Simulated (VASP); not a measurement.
## HfO2: single point with r2SCAN

HfO2:

```xyz
6
Lattice="3.4874 0.0000 0.0000 0.0000 3.4874 0.0000 0.0000 0.0000 5.0726" Properties=species:S:1:pos:R:3 pbc="T T T"
Hf    1.7437    1.7437    2.5363
Hf    0.0000    0.0000    0.0000
O     0.0000    1.7437    3.5314
O     1.7437    0.0000    4.0775
O     1.7437    0.0000    1.5412
O     0.0000    1.7437    0.9951
```

This cell differs from its parent crystal: strain -0.025 along x and y, -0.025 along z.

| Quantity | Value |
| --- | --- |
| Program | VASP 6.6.1 |
| Task | single point |
| Functional | r2SCAN |
| Potentials or basis | VASP PAW PBE potentials, release 64 (Hf_pv, O) |
| Cutoff | 520 eV |
| k mesh | 6 × 6 × 6 |
| Occupations | gaussian, width 0.05 eV |
| Spin | no spin polarisation |

| Item | Value |
| --- | --- |
| Pressure | 19.1 GPa |
| Largest force | 0.411 eV/Å |
| Band gap on the k mesh | 5.54 eV (least direct gap 5.64 eV) |

Forces on the atoms (eV/Å):
```
Hf   0.000  0.000  0.000
Hf   0.000  0.000  0.000
O    0.000  0.000  0.411
O    0.000  0.000 -0.411
O    0.000  0.000 -0.411
O    0.000  0.000  0.411
```

Stress tensor (GPa, compression positive):
```
20.05  0.00  0.00
 0.00 20.05  0.00
 0.00  0.00 17.23
```

Levels at points of the mesh, in eV from the valence-band top:
```tsv
k point	band 20	band 21	band 22	band 23	band 24	band 25
(0.00, 0.00, 0.00)	-0.12	-0.10	-0.10	5.54	5.56	6.97
(0.50, 0.00, 0.00)	-1.53	-0.11	-0.11	5.94	5.94	7.11
(0.50, 0.50, 0.00)	-0.83	-0.55	-0.55	6.70	6.70	7.09
(0.00, 0.00, 0.50)	-0.59	-0.01	-0.01	6.25	6.25	6.67
(0.50, 0.00, 0.50)	-1.47	-0.99	-0.99	6.08	6.08	6.52
(0.50, 0.50, 0.50)	-1.53	-0.05	-0.05	6.89	6.89	7.28
```

Run time: 2.6 min on 1 thread of AMD EPYC 9R45 96-Core Processor (Zen 5), on a shared host, peak memory 0.19 GiB.

Caveat: the cell differs from its parent crystal (strain -0.025 along x and y, -0.025 along z); the cell stands under pressure; the PAW data sets were made with another functional, which shifts forces and pressure a little; spin-orbit coupling is left out, which moves the levels of the heavy elements. A k mesh can miss the band edges.
